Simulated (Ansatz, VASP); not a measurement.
**HfN: VASP beside Ansatz**

Contents of INCAR:

```
PREC     = Accurate       # precision mode
ENCUT    = 520            # plane-wave cutoff, eV
EDIFF    = 1E-6           # SCF threshold, eV
ISMEAR   = -1             # smearing method
SIGMA    = 0.05           # smearing width, eV
LREAL    = False          # projectors in reciprocal space
LASPH    = True           # aspherical terms in the spheres
NELM     = 80             # most SCF steps
ALGO     = Normal         # electronic algorithm
ISIF     = 2              # what is computed and relaxed
LWAVE    = False          # write WAVECAR
LCHARG   = False          # write CHGCAR
GGA      = PE             # functional
NBANDS   = 14             # bands
```

The input KPOINTS:

```
Automatic mesh
0
Gamma
  9 9 7
```

POSCAR

```
HfN
1.0
    3.4332100000      0.0000000000      0.0000000000
   -1.7166000000      2.9732400000      0.0000000000
    0.0000000000      0.0000000000      3.9698200000
Hf N
1 1
Direct
    0.0088460000     -0.0037470000      0.5055830000
   -0.0136070000      0.0014320000     -0.0144150000
```

input.yaml

```yaml
crystal:
  lattice:
    - [3.43321, 0.0, 0.0]
    - [-1.7166, 2.97324, 0.0]
    - [0.0, 0.0, 3.96982]
  atoms:
    - { symbol: Hf, position: [0.008846, -0.003747, 0.505583] }
    - { symbol: "N", position: [-0.013607, 0.001432, -0.014415] }
hamiltonian:
  xc: pbe
  pseudopotentials: { kind: paw, azcp: { folder: soft_1 } }
kpoints:
  mp_grid: { grid: [9, 9, 7] }
scf:
  occupations: { method: fermi_dirac, width: 0.05 }
output:
  forces: true
  stress: true
  eigenvalues: true
  write_density: true
  write_potential: true
  elf: true
  volumetric_format: npy
```

Change from the starting cell: atoms moved at random, drawn with an rms of 0.05 Å.

Alike in both runs: task single point; functional PBE; k mesh 9 × 9 × 7; occupations fermi-dirac, width 0.05 eV; no spin polarisation.

|  | VASP | Ansatz |
| --- | --- | --- |
| version | VASP 6.6.1 | Ansatz 0.2.0 |
| potentials or method | VASP PAW PBE potentials, release 64 (Hf_pv, N) | Ansatz PAW soft_1 |
| plane-wave cutoff (eV) | 520 | 420 |
| valence electrons in the cell | 15 | 31 |

|  | VASP | Ansatz | Ansatz less VASP |
| --- | --- | --- | --- |
| gap on the k mesh at the Fermi level (eV) | none | none | - |
| pressure (GPa) | 1.3 | 1.4 | +0.02 |
| traceless stress, the component that is largest in VASP (GPa) | 1.71 | 1.63 | -0.086 |
| rms of the force components (eV/Å) | 0.994 | 0.970 | -0.0237 |

Atom by atom the forces differ by 0.024 eV/Å (rms over components). A gap of «none» marks a metal or a gap that the smearing closes. VASP's potentials hold 15 valence electrons a cell and Ansatz's 31, so a difference there can come from the potentials and not from the codes.

Spin-orbit coupling is off throughout.
